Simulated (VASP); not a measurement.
# SnO (P4/nmm) in VASP: electric field gradients with PBEsol

Aim: the electric field gradients of SnO with PBEsol.

Everything below comes from runs of VASP 6.6.1. Logs are shortened: lines on timing, memory, paths and dates and some standing lists are left out, and cuts for length are marked.

**1. The cell of the first run**

The structure is tetragonal, space group P4/nmm (No. 129). Conventional cell: a = 3.801 Å, b = 3.801 Å, c = 4.735 Å, α = 90.00°, β = 90.00°, γ = 90.00°. Sn (site symmetry 4mm) has 4 O at 2.22 Å within 2.9 Å. Within 2.9 Å of O (site symmetry -4m2) lie 4 Sn at 2.22 Å and 4 O at 2.69 Å.

**2. Electric field gradients, PBEsol**

The input, INCAR:

```
SYSTEM = SnO
ALGO     = Normal         ! electronic algorithm
EDIFF    = 1E-8           ! SCF threshold, eV
ENCUT    = 520            ! plane-wave cutoff, eV
GGA      = PS             ! functional
GGA_COMPAT= .FALSE.      
ISIF     = 2              ! what is computed and relaxed
ISMEAR   = -1             ! smearing method
LASPH    = .TRUE.         ! aspherical terms in the spheres
LCHARG   = .FALSE.        ! write CHGCAR
LEFG     = .TRUE.       
LREAL    = .FALSE.        ! projectors in reciprocal space
LWAVE    = .FALSE.        ! write WAVECAR
NBANDS   = 28             ! bands
NELM     = 120            ! most SCF steps
PREC     = Accurate       ! precision mode
SIGMA    = 0.15           ! smearing width, eV
```

The input, KPOINTS:

```
k-points
0
G
  12 12 10
  0 0 0
```

The input, POSCAR:

```
SnO
1.0
    3.8008284495      0.0000000000      0.0000000000
    0.0000000000      3.8008284495      0.0000000000
    0.0000000000      0.0000000000      4.7352583715
Sn O
2 2
Direct
    0.5000000000      0.0000000000      0.2439022707
    0.0000000000      0.5000000000      0.7560977293
    0.0000000000      0.0000000000      0.0000000000
    0.5000000000      0.5000000000      0.0000000000
```

Potentials or basis: VASP PAW PBE potentials, release 64 (Sn_d, O).

Command:

```bash
> cat potpaw_PBE.64/Sn_d/POTCAR potpaw_PBE.64/O/POTCAR > POTCAR
> mpirun -np 1 vasp_std > vasp.out
```

OUTCAR:

```text
SYSTEM = SnO
   EDIFF = 1E-8
   ENCUT = 520
   GGA = PS
   ISIF = 2
   ISMEAR = -1
   LASPH = .TRUE.
   LREAL = .FALSE.
   NELM = 120
   PREC = Accurate

 ion  position               nearest neighbor table
   1  0.500  0.000  0.244-   3 2.22   4 2.22   4 2.22   3 2.22   2 3.54   2 3.54   2 3.54   2 3.54
                             2 3.62   2 3.62   2 3.62   2 3.62
   2  0.000  0.500  0.756-   3 2.22   4 2.22   3 2.22   4 2.22   1 3.54   1 3.54   1 3.54   1 3.54
                             1 3.62   1 3.62   1 3.62   1 3.62
   3  0.000  0.000  0.000-   1 2.22   2 2.22   2 2.22   1 2.22
   4  0.500  0.500  0.000-   1 2.22   2 2.22   1 2.22   2 2.22

  LATTYP: Found a simple tetragonal cell.
 ALAT       =     3.8008284495
 C/A-ratio  =     1.2458490128

  Lattice vectors:

 A1 = (   3.8008284495,   0.0000000000,   0.0000000000)
 A2 = (   0.0000000000,   3.8008284495,   0.0000000000)
 A3 = (   0.0000000000,   0.0000000000,   4.7352583715)

Analysis of symmetry for initial positions (statically):
=====================================================================
 Subroutine PRICEL returns:
 Original cell was already a primitive cell.

 Routine SETGRP: Setting up the symmetry group for a
 simple tetragonal supercell.

 Subroutine GETGRP returns: Found 16 space group operations
 (whereof  8 operations were pure point group operations)
 out of a pool of 16 trial point group operations.

The static configuration has the point symmetry D_2d.
 The point group associated with its full space group is D_4h.

Analysis of symmetry for dynamics (positions and initial velocities):
=====================================================================
 Subroutine PRICEL returns:
 Original cell was already a primitive cell.

 Routine SETGRP: Setting up the symmetry group for a
 simple tetragonal supercell.

 Subroutine GETGRP returns: Found 16 space group operations
 (whereof  8 operations were pure point group operations)
 out of a pool of 16 trial point group operations.

The dynamic configuration has the point symmetry D_2d.
 The point group associated with its full space group is D_4h.

 Subroutine INISYM returns: Found 16 space group operations
 (whereof  8 operations are pure point group operations),
 and found     1 'primitive' translations

----------------------------------------------------------------------------------------

                                     Primitive cell

  volume of cell :      68.4069

  direct lattice vectors                    reciprocal lattice vectors
     3.800828449  0.000000000  0.000000000     0.263100535  0.000000000  0.000000000
     0.000000000  3.800828449  0.000000000     0.000000000  0.263100535  0.000000000
     0.000000000  0.000000000  4.735258371     0.000000000  0.000000000  0.211181718

  length of vectors
     3.800828449  3.800828449  4.735258371     0.263100535  0.263100535  0.211181718

  position of ions in fractional coordinates (direct lattice)
     0.500000000  0.000000000  0.243902271
     0.000000000  0.500000000  0.756097729
     0.000000000  0.000000000  0.000000000
     0.500000000  0.500000000  0.000000000

  ion indices of the primitive-cell ions
   primitive index   ion index
                 1           1
                 2           2
                 3           3
                 4           4

----------------------------------------------------------------------------------------

 KPOINTS: k-points

Automatic generation of k-mesh.
 Grid dimensions read from file:
 generate k-points for:   12   12   10

[... 44 lines left out ...]
 [... further k-points ...]
   k-points           NKPTS =    168   k-points in BZ     NKDIM =    168   number of bands    NBANDS=     28
   number of dos      NEDOS =    301   number of ions     NIONS =      4
   total plane-waves  NPLWV =  28224
   dimension x,y,z NGX =    28 NGY =   28 NGZ =   36
   dimension x,y,z NGXF=    56 NGYF=   56 NGZF=   72
   ions per type =               2   2
   NGX,Y,Z   is equivalent  to a cutoff of  12.25, 12.25, 12.64 a.u.
   NGXF,Y,Z  is equivalent  to a cutoff of  24.49, 24.49, 25.28 a.u.
 SYSTEM =  SnO
   PREC   = accura    normal or accurate (medium, high low for compatibility)
   ISTART =      0    job   : 0-new  1-cont  2-samecut
   ICHARG =      2    charge: 1-file 2-atom 10-const
   ISPIN  =      1    spin polarized calculation?
   LNONCOLLINEAR =      F non collinear calculations
   LSORBIT =      F    spin-orbit coupling
   LASPH  =      T    aspherical Exc in radial PAW
   ENCUT  =  520.0 eV  38.22 Ry    6.18 a.u.   7.07  7.07  8.80*2*pi/ulx,y,z
   NELM   =    120;   NELMIN=  2; NELMDL= -5     # of ELM steps
   EDIFF  = 0.1E-07   stopping-criterion for ELM
   LREAL  =      F    real-space projection
   EDIFFG = 0.1E-06   stopping-criterion for IOM
   NSW    =      0    number of steps for IOM
   IBRION =     -1    ionic relax: 0-MD 1-quasi-New 2-CG
   NFREE  =      0    steps in history (QN), initial steepest desc. (CG)
   ISIF   =      2    stress and relaxation
   ISYM   =      2    0-nonsym 1-usesym 2-fastsym
   POTIM  = 0.5000    time-step for ionic-motion
   TEBEG  =    0.0;   TEEND  =   0.0 temperature during run
   PSTRESS=    0.0 pullay stress
   NELECT =      40.0000    total number of electrons
   NUPDOWN=      -1.0000    fix difference up-down
   EMIN   =  10.00;   EMAX   =-10.00  energy-range for DOS
   EFERMI =   0.00;   METHOD = LEGACY
   ISMEAR =    -1;   SIGMA  =   0.15  broadening in eV -4-tet -1-fermi 0-gaus
   EFERMI_NEDOS =   21; number of points for ismear=-14 and -15
   IALGO  =     38    algorithm
   IMIX   =      4    mixing-type and parameters
     AMIX     =   0.40;   BMIX     =  1.00
     AMIX_MAG =   1.60;   BMIX_MAG =  1.00
  volume/ion in A,a.u.               =      17.10       115.41
  Fermi-wavevector in a.u.,A,eV,Ry     =   1.368973  2.586983 25.498488  1.874086
  Thomas-Fermi vector in A             =   2.494889
   LORBIT       =      0    0 simple, 1 ext, 2 COOP (PROOUT), +10 PAW based schemes
   GGA     = PS    functional components
   LHFCALC =     F    Hartree Fock is set to
   AEXX    =    0.0000 exact exchange contribution
   IVDW    =     0    specifies the selected vdW correction
   LEPSILON=     F    determine dielectric tensor
   LRPA    =     F    only Hartree local field effects (RPA)
 non-spin polarized calculation
  energy-cutoff  :      520.00
  volume of cell :       68.41
 maximum number of plane-waves:      1858
   NGX = 15   NGY = 15   NGZ = 17

 number of electron      39.9999995 magnetization

 Free energy of the ion-electron system (eV)
  ---------------------------------------------------
  ext. energy  EPLUGINS =         0.00000000
  ---------------------------------------------------
  free energy    TOTEN  =       -24.22172700 eV

  energy without entropy =      -24.20506540  energy(sigma->0) =      -24.21339620

 E-fermi :   7.4234     XC(G=0): -10.6301

 val. band max:        7.3176287000   @ k =   0.5000   0.5000   0.1000
 cond. band min:       7.4707182621   @ k =   0.4167   0.4167   0.0000
 fundamental gap:      0.1530895621
 Fermi energy:         7.4234271914

 k-point     1 :       0.0000    0.0000    0.0000
  band No.  band energies     occupation
      1     -14.6553      2.00000
      2     -14.2134      2.00000
      3     -14.2134      2.00000
      4     -14.2010      2.00000
      5     -14.1597      2.00000
      6     -14.1590      2.00000
[... 733 lines left out ...]
     27      14.7863      0.00000
     28      15.2567      0.00000

 [... further k-points ...]

------------------------ aborting loop because EDIFF is reached ----------------------------------------

  FORCE on cell =-STRESS in cart. coord.  units (eV):
  Direction    XX          YY          ZZ          XY          YZ          ZX
  --------------------------------------------------------------------------------------
  -------------------------------------------------------------------------------------
  Total        0.1011932      0.1011932      0.1086560      0.0000000     -0.0000000      0.0000000
  in kB        2.3700724      2.3700724      2.5448617      0.0000000     -0.0000000      0.0000000
  external PRESSURE =       2.4283355 kB  Pullay stress =       0.0000000 kB

 VOLUME and BASIS-vectors are now :
 -----------------------------------------------------------------------------
  energy-cutoff  :      520.00
  volume of cell :       68.41
      direct lattice vectors                 reciprocal lattice vectors
     3.800828449  0.000000000  0.000000000     0.263100535  0.000000000  0.000000000
     0.000000000  3.800828449  0.000000000     0.000000000  0.263100535  0.000000000
     0.000000000  0.000000000  4.735258371     0.000000000  0.000000000  0.211181718

 POSITION                                       TOTAL-FORCE (eV/Angst)
 -----------------------------------------------------------------------------------
      1.90041      0.00000      1.15494        -0.000000      0.000000      0.085801
      0.00000      1.90041      3.58032         0.000000     -0.000000     -0.085801
      0.00000      0.00000      0.00000         0.000000      0.000000      0.000000
      1.90041      1.90041      0.00000         0.000000     -0.000000      0.000000
 -----------------------------------------------------------------------------------
    total drift:                                0.000000      0.000000      0.000000

  FREE ENERGIE OF THE ION-ELECTRON SYSTEM (eV)
  ---------------------------------------------------
  free  energy   TOTEN  =       -24.2217269967 eV

  energy  without entropy=      -24.2050654043  energy(sigma->0) =      -24.21339620

 Electric field gradients (V/A^2)
---------------------------------------------------------------------
 ion       V_xx      V_yy      V_zz      V_xy      V_xz      V_yz
---------------------------------------------------------------------
   1      78.962    78.962  -157.924    -0.000    -0.000    -0.000
   2      78.962    78.962  -157.924     0.000    -0.000     0.000
   3      -1.498    -1.498     2.996     0.000    -0.000    -0.000
   4      -1.498    -1.498     2.996     0.000    -0.000    -0.000
---------------------------------------------------------------------

 Electric field gradients after diagonalization (V/A^2)
 (convention: |V_zz| > |V_xx| > |V_yy|)
----------------------------------------------------------------------
 ion       V_xx      V_yy      V_zz     asymmetry (V_yy - V_xx)/ V_zz
----------------------------------------------------------------------
   1      78.962    78.962  -157.924       0.000
   2      78.962    78.962  -157.924       0.000
   3      -1.498    -1.498     2.996       0.000
   4      -1.498    -1.498     2.996       0.000
----------------------------------------------------------------------

           NMR quadrupolar parameters

 Cq : quadrupolar parameter    Cq=e*Q*V_zz/h
 eta: asymmetry parameters     (V_yy - V_xx)/ V_zz
 Q  : nuclear electric quadrupole moment in mb (millibarn)
----------------------------------------------------------------------
 ion       Cq(MHz)       eta       Q (mb)
----------------------------------------------------------------------
   1      -0.382       0.000       1.000
   2      -0.382       0.000       1.000
   3       0.007       0.000       1.000
   4       0.007       0.000       1.000
----------------------------------------------------------------------
```

Wall time 7.6 min (1 thread of AMD EPYC 7R43 (Zen 3), shared host); peak memory 0.32 GiB.

Results:

- Free energy: -24.2217 eV
- Pressure: 0.2 GPa
- Largest force: 0.086 eV/Å
- Band gap on the k mesh: zero (bands 20 and 21 overlap by 0.15 eV)
- Largest electric field gradient by atom: Sn -157.9; O +3.0 V/Å²

Forces on the atoms (eV/Å):
```
Sn   0.000  0.000  0.086
Sn   0.000  0.000 -0.086
O    0.000  0.000  0.000
O    0.000  0.000  0.000
```

Levels at points of the mesh, in eV from the Fermi level:
```csv
k point,band 18,band 19,band 20,band 21,band 22,band 23
"(0.00, 0.00, 0.00)",-3.33,-3.33,-0.14,2.01,4.39,4.39
"(0.50, 0.00, 0.00)",-5.04,-2.95,-2.95,3.13,3.13,5.70
"(0.50, 0.50, 0.00)",-2.66,-2.04,-2.04,-0.27,-0.27,4.26
"(0.00, 0.00, 0.50)",-3.35,-3.11,-2.36,1.46,2.60,2.60
"(0.50, 0.00, 0.50)",-5.00,-1.89,-1.89,2.52,2.52,5.14
"(0.50, 0.50, 0.50)",-2.96,-2.66,-2.66,2.12,2.12,4.05
```

Electric field gradients, principal values (V/Å²):
```csv
atom,least,middle,greatest (by size)
1 Sn,78.962,78.962,-157.924
2 Sn,78.962,78.962,-157.924
3 O,-1.498,-1.498,2.996
4 O,-1.498,-1.498,2.996
```

Caveat: semilocal functionals underestimate gaps, so a narrow gap can read as zero; without QUAD_EFG the Cq values of the log hold for a quadrupole moment of 1 mb, not for the nuclei; the PAW data sets were made with another functional, which shifts forces and pressure a little; spin-orbit coupling is left out, which moves the levels of the heavy elements.
